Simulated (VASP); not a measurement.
# CdB3P4 (a cell with a defect) in VASP: further runs

CdB3P4 (a cell with a defect) is run at these levels: PBEsol; tasks: single point.

Program: VASP 6.6.1. These are calculated values, not measurements. Logs are shortened: lines on timing, memory, paths and dates and some standing lists are left out, and cuts for length are marked.

## (1) The cell of the first run

The cell holds a defect, 16 atoms: a = 6.393 Å, b = 6.393 Å, c = 6.393 Å, α = 60.00°, β = 60.00°, γ = 60.00°.

## (2) Single point, PBEsol

Contents of INCAR:

```
  PREC = Accurate
  ENCUT = 520
  EDIFF = 1E-6
  ISMEAR = -1
  SIGMA = 0.05
  LREAL = Auto
  LASPH = True
  NELM = 100
  ALGO = Normal
  ISIF = 2
  LWAVE = False
  LCHARG = False
  GGA = PS
  NBANDS = 55
```

Contents of KPOINTS:

```
regular mesh
0
Gamma
  1 1 1
```

Contents of POSCAR:

```
CdB3P4
1.0
    0.0000000000      4.5201890000      4.5201890000
    4.5201890000      0.0000000000      4.5201890000
    4.5201890000      4.5201890000      0.0000000000
B Cd P
6 2 8
Direct
    0.0072560000      0.9885650000      0.0072690000
    0.5235000000      0.4679970000      0.0187470000
    0.0053270000      0.5035840000      0.9939960000
    0.5116590000      0.9904640000      0.5081680000
    0.4977470000      0.0258160000      0.9805300000
    0.0089850000      0.4807170000      0.5203570000
    0.4963150000      0.5025690000      0.5046210000
    0.0044940000      0.0081860000      0.5004250000
    0.1152650000      0.1664210000      0.1010560000
    0.6128650000      0.6325500000      0.6224380000
    0.1169300000      0.1310910000      0.6300520000
    0.6354400000      0.6264700000      0.1056690000
    0.1418530000      0.6090860000      0.1307770000
    0.6397760000      0.1089170000      0.6281480000
    0.6236290000      0.1259640000      0.1385320000
    0.1274500000      0.6117510000      0.6375680000
```

Potentials or basis: VASP PAW PBE potentials, release 64 (B, Cd, P).

On the command line:

```console
$ cat potpaw_PBE.64/B/POTCAR potpaw_PBE.64/Cd/POTCAR potpaw_PBE.64/P/POTCAR > POTCAR
$ mpirun -np 1 vasp_gam > vasp.out
```

OUTCAR:

```text
PREC = Accurate
   ENCUT = 520
   EDIFF = 1E-6
   ISMEAR = -1
   LREAL = Auto
   LASPH = True
   NELM = 100
   ISIF = 2
   GGA = PS

 ion  position               nearest neighbor table
   1  0.007  0.989  0.007-  11 1.97  13 1.98   9 2.00  15 2.00
   2  0.523  0.468  0.019-  15 1.79  12 1.88  13 1.99  10 2.08
   3  0.005  0.504  0.994-   9 1.76  16 1.86  12 1.93  13 1.98
   4  0.512  0.990  0.508-  10 1.87  14 1.91  15 1.93  11 2.06
   5  0.498  0.026  0.981-  14 1.85   9 2.00  15 2.01  12 2.08
   6  0.009  0.481  0.520-  11 1.83  16 1.91  13 2.03  10 2.07
   7  0.496  0.503  0.505-  10 1.90  16 1.93  14 2.06  12 2.08   8 3.19   8 3.21
   8  0.004  0.008  0.500-  11 1.91  14 1.91  16 2.07   9 2.09   7 3.19   7 3.21
   9  0.115  0.166  0.101-   3 1.76   5 2.00   1 2.00   8 2.09  16 2.91
  10  0.613  0.633  0.622-   4 1.87   7 1.90   6 2.07   2 2.08
  11  0.117  0.131  0.630-   6 1.83   8 1.91   1 1.97   4 2.06
  12  0.635  0.626  0.106-   2 1.88   3 1.93   7 2.08   5 2.08
  13  0.142  0.609  0.131-   3 1.98   1 1.98   2 1.99   6 2.03
  14  0.640  0.109  0.628-   5 1.85   8 1.91   4 1.91   7 2.06
  15  0.624  0.126  0.139-   2 1.79   4 1.93   1 2.00   5 2.01
  16  0.127  0.612  0.638-   3 1.86   6 1.91   7 1.93   8 2.07   9 2.91

  LATTYP: Found a face centered cubic cell.
 ALAT       =     9.0403780000

  Lattice vectors:

 A1 = (   0.0000000000,   4.5201890000,   4.5201890000)
 A2 = (   4.5201890000,   0.0000000000,   4.5201890000)
 A3 = (   4.5201890000,   4.5201890000,   0.0000000000)

Analysis of symmetry for initial positions (statically):
=====================================================================
 Subroutine PRICEL returns:
 Original cell was already a primitive cell.

 Routine SETGRP: Setting up the symmetry group for a
 face centered cubic supercell.

 Subroutine GETGRP returns: Found  1 space group operations
 (whereof  1 operations were pure point group operations)
 out of a pool of 48 trial point group operations.

The static configuration has the point symmetry C_1 .

Analysis of symmetry for dynamics (positions and initial velocities):
=====================================================================
 Subroutine PRICEL returns:
 Original cell was already a primitive cell.

 Routine SETGRP: Setting up the symmetry group for a
 face centered cubic supercell.

 Subroutine GETGRP returns: Found  1 space group operations
 (whereof  1 operations were pure point group operations)
 out of a pool of 48 trial point group operations.

The dynamic configuration has the point symmetry C_1 .

 Subroutine INISYM returns: Found  1 space group operations
 (whereof  1 operations are pure point group operations),
 and found     1 'primitive' translations

----------------------------------------------------------------------------------------

                                     Primitive cell

  volume of cell :     184.7140

  direct lattice vectors                    reciprocal lattice vectors
     0.000000000  4.520189000  4.520189000    -0.110614844  0.110614844  0.110614844
     4.520189000  0.000000000  4.520189000     0.110614844 -0.110614844  0.110614844
     4.520189000  4.520189000  0.000000000     0.110614844  0.110614844 -0.110614844

  length of vectors
     6.392512588  6.392512588  6.392512588     0.191590529  0.191590529  0.191590529

  position of ions in fractional coordinates (direct lattice)
     0.007256000  0.988565000  0.007269000
     0.523500000  0.467997000  0.018747000
     0.005327000  0.503584000  0.993996000
     0.511659000  0.990464000  0.508168000
     0.497747000  0.025816000  0.980530000
     0.008985000  0.480717000  0.520357000
     0.496315000  0.502569000  0.504621000
     0.004494000  0.008186000  0.500425000
     0.115265000  0.166421000  0.101056000
     0.612865000  0.632550000  0.622438000
     0.116930000  0.131091000  0.630052000
     0.635440000  0.626470000  0.105669000
     0.141853000  0.609086000  0.130777000
     0.639776000  0.108917000  0.628148000
     0.623629000  0.125964000  0.138532000
     0.127450000  0.611751000  0.637568000

  ion indices of the primitive-cell ions
   primitive index   ion index
                 1           1
                 2           2
                 3           3
                 4           4
                 5           5
                 6           6
                 7           7
                 8           8
                 9           9
                10          10
                11          11
                12          12
                13          13
                14          14
                15          15
                16          16

----------------------------------------------------------------------------------------

 KPOINTS: regular mesh

Automatic generation of k-mesh.
 Grid dimensions read from file:
 generate k-points for:    1    1    1

 Generating k-lattice:

  Cartesian coordinates                     Fractional coordinates (reciprocal lattice)
    -0.110614844  0.110614844  0.110614844     1.000000000  0.000000000  0.000000000
     0.110614844 -0.110614844  0.110614844     0.000000000  1.000000000  0.000000000
     0.110614844  0.110614844 -0.110614844     0.000000000  0.000000000  1.000000000

  Length of vectors
     0.191590529  0.191590529  0.191590529

  Shift w.r.t. Gamma in fractional coordinates (k-lattice)
     0.000000000  0.000000000  0.000000000

 Subroutine IBZKPT returns following result:
 ===========================================

 Found      1 irreducible k-points:

 Following reciprocal coordinates:
            Coordinates               Weight
  0.000000  0.000000  0.000000      1.000000
   k-points           NKPTS =      1   k-points in BZ     NKDIM =      1   number of bands    NBANDS=     55
   number of dos      NEDOS =    301   number of ions     NIONS =     16
   total plane-waves  NPLWV = 110592
   dimension x,y,z NGX =    48 NGY =   48 NGZ =   48
   dimension x,y,z NGXF=    96 NGYF=   96 NGZF=   96
   ions per type =               6   2   8
   NGX,Y,Z   is equivalent  to a cutoff of  12.48, 12.48, 12.48 a.u.
   NGXF,Y,Z  is equivalent  to a cutoff of  24.97, 24.97, 24.97 a.u.
 SYSTEM =  unknown system
   PREC   = accura    normal or accurate (medium, high low for compatibility)
   ISTART =      0    job   : 0-new  1-cont  2-samecut
   ICHARG =      2    charge: 1-file 2-atom 10-const
   ISPIN  =      1    spin polarized calculation?
   LNONCOLLINEAR =      F non collinear calculations
   LSORBIT =      F    spin-orbit coupling
   LASPH  =      T    aspherical Exc in radial PAW
   ENCUT  =  520.0 eV  38.22 Ry    6.18 a.u.  11.89 11.89 11.89*2*pi/ulx,y,z
   NELM   =    100;   NELMIN=  2; NELMDL= -5     # of ELM steps
   EDIFF  = 0.1E-05   stopping-criterion for ELM
   LREAL  =      T    real-space projection
   EDIFFG = 0.1E-04   stopping-criterion for IOM
   NSW    =      0    number of steps for IOM
   IBRION =     -1    ionic relax: 0-MD 1-quasi-New 2-CG
   NFREE  =      0    steps in history (QN), initial steepest desc. (CG)
   ISIF   =      2    stress and relaxation
   ISYM   =      2    0-nonsym 1-usesym 2-fastsym
   POTIM  = 0.5000    time-step for ionic-motion
   TEBEG  =    0.0;   TEEND  =   0.0 temperature during run
   PSTRESS=    0.0 pullay stress
   NELECT =      82.0000    total number of electrons
   NUPDOWN=      -1.0000    fix difference up-down
   EMIN   =  10.00;   EMAX   =-10.00  energy-range for DOS
   EFERMI =   0.00;   METHOD = LEGACY
   ISMEAR =    -1;   SIGMA  =   0.05  broadening in eV -4-tet -1-fermi 0-gaus
   EFERMI_NEDOS =   21; number of points for ismear=-14 and -15
   IALGO  =     38    algorithm
   IMIX   =      4    mixing-type and parameters
     AMIX     =   0.40;   BMIX     =  1.00
     AMIX_MAG =   1.60;   BMIX_MAG =  1.00
  volume/ion in A,a.u.               =      11.54        77.91
  Fermi-wavevector in a.u.,A,eV,Ry     =   1.248857  2.359998 21.220256  1.559645
  Thomas-Fermi vector in A             =   2.382925
   LORBIT       =      0    0 simple, 1 ext, 2 COOP (PROOUT), +10 PAW based schemes
   GGA     = PS    functional components
   LHFCALC =     F    Hartree Fock is set to
   AEXX    =    0.0000 exact exchange contribution
   IVDW    =     0    specifies the selected vdW correction
   LEPSILON=     F    determine dielectric tensor
   LRPA    =     F    only Hartree local field effects (RPA)
 non-spin polarized calculation
  energy-cutoff  :      520.00
  volume of cell :      184.71
 maximum number of plane-waves:      2479
 NGX is ok and might be reduce to    48
   NGX = 23   NGY = 23   NGZ = 23

 number of electron      82.0000001 magnetization

 Free energy of the ion-electron system (eV)
  ---------------------------------------------------
  ext. energy  EPLUGINS =         0.00000000
  ---------------------------------------------------
  free energy    TOTEN  =       -52.96005827 eV

  energy without entropy =      -52.83075513  energy(sigma->0) =      -52.89540670

 E-fermi :   9.7647     XC(G=0): -11.6589

 val. band max:        9.7033147892   @ k =   0.0000   0.0000   0.0000
 cond. band min:       9.8358120650   @ k =   0.0000   0.0000   0.0000
 fundamental gap:      0.1324972758
 Fermi energy:         9.7646564806

 k-point     1 :       0.0000    0.0000    0.0000
  band No.  band energies     occupation
      1      -7.7728      2.00000
      2      -6.7216      2.00000
      3      -6.4351      2.00000
      4      -5.9047      2.00000
      5      -5.6755      2.00000
      6      -5.0870      2.00000
      7      -4.8801      2.00000
      8      -4.6787      2.00000
      9      -4.4430      2.00000
     10      -4.0814      2.00000
     11      -3.9417      2.00000
     12      -3.5267      2.00000
     13      -3.1075      2.00000
     14      -2.8262      2.00000
     15      -2.5987      2.00000
     16      -1.8429      2.00000
     17      -1.7180      2.00000
     18      -1.6722      2.00000
     19      -1.0431      2.00000
     20      -0.9643      2.00000
     21      -0.7659      2.00000
     22      -0.6233      2.00000
     23      -0.0549      2.00000
     24       0.2690      2.00000
     25       0.4570      2.00000
     26       3.7106      2.00000
     27       4.0832      2.00000
     28       4.2438      2.00000
     29       4.3730      2.00000
     30       4.5016      2.00000
     31       4.8508      2.00000
     32       6.2951      2.00000
     33       6.3570      2.00000
     34       6.7628      2.00000
     35       7.0209      2.00000
     36       7.1435      2.00000
     37       7.6254      2.00000
     38       7.9583      2.00000
     39       8.5208      2.00000
     40       9.5499      1.97310
     41       9.7033      1.54653
     42       9.8358      0.38835
     43       9.9179      0.08917
     44      10.1122      0.00191
     45      10.1592      0.00075
     46      10.2289      0.00019
     47      10.3959      0.00001
     48      10.6002      0.00000
     49      11.7083      0.00000
     50      11.9474      0.00000
     51      12.2145      0.00000
     52      12.2424      0.00000
     53      12.4642      0.00000
 [bands above 53 left out]

------------------------ aborting loop because EDIFF is reached ----------------------------------------

  FORCE on cell =-STRESS in cart. coord.  units (eV):
  Direction    XX          YY          ZZ          XY          YZ          ZX
  --------------------------------------------------------------------------------------
  -------------------------------------------------------------------------------------
  Total       87.3318202     78.2285461     81.4185792      0.5816694     12.5323415     12.7150788
  in kB      757.5011844    678.5409514    706.2107497      5.0453005    108.7033742    110.2884059
  external PRESSURE =     714.0842952 kB  Pullay stress =       0.0000000 kB

 VOLUME and BASIS-vectors are now :
 -----------------------------------------------------------------------------
  energy-cutoff  :      520.00
  volume of cell :      184.71
      direct lattice vectors                 reciprocal lattice vectors
     0.000000000  4.520189000  4.520189000    -0.110614844  0.110614844  0.110614844
     4.520189000  0.000000000  4.520189000     0.110614844 -0.110614844  0.110614844
     4.520189000  4.520189000  0.000000000     0.110614844  0.110614844 -0.110614844

 POSITION                                       TOTAL-FORCE (eV/Angst)
 -----------------------------------------------------------------------------------
      4.50136      0.06566      4.50130         0.939121     -0.325547      0.174711
      2.20017      2.45106      4.48175         1.061326     -2.056277      0.966715
      6.76934      4.51713      2.30037         2.474702     -0.628533      1.259076
      6.77410      4.60981      6.78988         1.622886     -0.015611      0.410179
      4.54887      6.68209      2.36660         2.042040      1.508731     -1.395357
      4.52504      2.39273      2.21355         1.390423     -0.772198      1.058291
      4.55269      4.52442      4.51514        -7.476175     -2.211557     -0.021647
      2.29902      2.28233      0.05732        -8.913493     -0.601298      0.896506
      1.20905      0.97781      1.27327        -6.977609     -4.300339      2.879452
      5.67278      5.58380      5.62951         9.120406      9.025436      8.390283
      3.44051      3.37650      1.12110         7.619136     10.554184      8.048280
      3.30941      3.34995      5.70407        -5.660170     -4.737977      5.237478
      3.34432      1.23234      3.39439         0.352399      0.687406      0.630828
      3.33167      5.73126      3.38423         1.987228     -3.890927    -14.070842
      1.19557      3.44511      3.38830        -2.018705      1.237500     -0.725963
      5.64716      3.45803      3.34133         2.436485     -3.472992    -13.737989
 -----------------------------------------------------------------------------------
    total drift:                               -0.000156     -0.004024     -0.001938

  FREE ENERGIE OF THE ION-ELECTRON SYSTEM (eV)
  ---------------------------------------------------
  free  energy   TOTEN  =       -52.9600582660 eV

  energy  without entropy=      -52.8307551265  energy(sigma->0) =      -52.89540670
```

It took 23 s on 1 thread of AMD EPYC 7R13 (Zen 3), shared host; peak memory 0.27 GiB.

Results:

```
Free energy   : -52.9601 eV
Pressure      : 71.4 GPa
Largest force : 15.331 eV/Å
```

Forces on the atoms (eV/Å):
```
B     0.939  -0.326   0.175
B     1.061  -2.056   0.967
B     2.475  -0.629   1.259
B     1.623  -0.016   0.410
B     2.042   1.509  -1.395
B     1.390  -0.772   1.058
Cd   -7.476  -2.212  -0.022
Cd   -8.913  -0.601   0.897
P    -6.978  -4.300   2.879
P     9.120   9.025   8.390
P     7.619  10.554   8.048
P    -5.660  -4.738   5.237
P     0.352   0.687   0.631
P     1.987  -3.891 -14.071
P    -2.019   1.238  -0.726
P     2.436  -3.473 -13.738
```

Levels at points of the mesh, in eV from the Fermi level:
```
           k point  band 37  band 38  band 39  band 40  band 41  band 42  band 43  band 44  band 45  band 46
(0.00, 0.00, 0.00)    -2.14    -1.81    -1.24    -0.21    -0.06     0.07     0.15     0.35     0.39     0.46
```

Caveat: the k points lie up to 1.20 Å⁻¹ apart, too coarse for converged energies, forces and pressures; the PAW data sets were made with another functional, which shifts forces and pressure a little.

## (3) Single point, PBEsol

Contents of INCAR:

```
SYSTEM = CdB3P4
PREC     = Accurate       ! precision mode
ENCUT    = 520            ! plane-wave cutoff, eV
EDIFF    = 1E-6           ! SCF threshold, eV
ISMEAR   = -1             ! smearing method
SIGMA    = 0.05           ! smearing width, eV
LREAL    = Auto         
LASPH    = .TRUE.         ! aspherical terms in the spheres
NELM     = 60             ! most SCF steps
ALGO     = Normal         ! electronic algorithm
ISIF     = 2              ! what is computed and relaxed
LWAVE    = .FALSE.        ! write WAVECAR
LCHARG   = .FALSE.        ! write CHGCAR
GGA      = PS             ! functional
NBANDS   = 55             ! bands
```

Contents of KPOINTS:

```
Automatic mesh
0
Gamma
  2 2 2
  0.5 0.5 0.5
```

POSCAR is that of step 2.

Potentials or basis: VASP PAW PBE potentials, release 64 (B, Cd, P).

On the command line:

```console
$ cat potpaw_PBE.64/B/POTCAR potpaw_PBE.64/Cd/POTCAR potpaw_PBE.64/P/POTCAR > POTCAR
$ mpirun -np 1 vasp_std > vasp.out
```

It took 4 min on 1 thread of AMD EPYC 7R13 (Zen 3), shared host; peak memory 0.34 GiB.

It converged, with:

| Property | Result |
| --- | --- |
| Free energy | -74.5959 eV |
| Pressure | 60.8 GPa |
| Largest force | 15.237 eV/Å |
| Band gap on the k mesh | zero (bands 41 and 42 overlap by 0.98 eV) |

Forces in eV/Å, atoms in the order of the input:
```
B     0.509  -0.290   0.631
B     1.327  -3.399   1.878
B     2.103  -1.129   1.155
B     1.200  -0.755  -0.476
B     0.351   1.248  -1.619
B     1.069  -2.085   0.774
Cd   -6.899  -1.586   0.064
Cd   -8.388  -0.398   1.074
P    -6.785  -1.317   1.394
P     7.637  10.422   8.075
P     7.360  10.155   7.255
P    -2.683  -4.065   4.671
P     0.956   0.106   0.127
P     2.696  -4.114 -12.504
P    -2.930   1.187  -1.101
P     2.476  -3.980 -11.397
```

Stress tensor (GPa, compression positive):
```
59.51  2.69  5.15
 2.69 57.26  8.79
 5.15  8.79 65.75
```

Levels at points of the mesh, in eV from the Fermi level:
| k point | band 38 | band 39 | band 40 | band 41 | band 42 | band 43 | band 44 | band 45 |
| --- | --- | --- | --- | --- | --- | --- | --- | --- |
| (0.25, 0.25, 0.25) | -1.04 | -0.85 | -0.75 | 0.66 | 1.24 | 1.53 | 1.69 | 1.97 |

Caveat: the k points lie up to 0.60 Å⁻¹ apart, too coarse for converged energies and pressures of a metal; the PAW data sets were made with another functional, which shifts forces and pressure a little.

The gap in the log of VASP goes by the Fermi energy; the results here count the filled bands.